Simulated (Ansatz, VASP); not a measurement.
# Ta2Bi2O: VASP beside Ansatz

```
CELL_PARAMETERS angstrom
5.17821 0.00000 0.00000
0.00000 5.17821 0.00000
0.00000 0.00000 3.85985
ATOMIC_POSITIONS crystal
Ta 0.50000 0.50000 0.50000
Ta 0.00000 0.00000 0.50000
Bi 0.00000 0.50000 0.00000
Bi 0.50000 0.00000 0.00000
O 0.00000 0.00000 0.00000
```

Alike in both runs: functional PBE; k mesh 4 × 4 × 4; occupations gaussian, width 0.1 eV; no spin polarisation.

Ansatz relaxed the structure, and its values are those at the end. VASP's run is a single point on that final structure, the one shown.

|  | VASP | Ansatz |
| --- | --- | --- |
| version | VASP 6.6.1 | Ansatz 0.2.0 |
| potentials or method | VASP PAW PBE potentials, release 64 (Ta_sv_GW, Bi_d, O), cutoff 700 eV | scalar-relativistic, plane waves, PAW |
| valence electrons in the cell | 62 | 62 |

Ansatz gave:

- gap on the k mesh at the Fermi level (eV): none
- pressure (GPa): 0.1

**Question.** Which values does VASP return?

**Answer.** gap on the k mesh at the Fermi level (eV): none; pressure (GPa): 0.0.

A gap of «none» marks a metal or a gap that the smearing closes.

The k mesh is coarse, so the values compare programs but aren't converged. Neither program's run includes spin-orbit coupling.
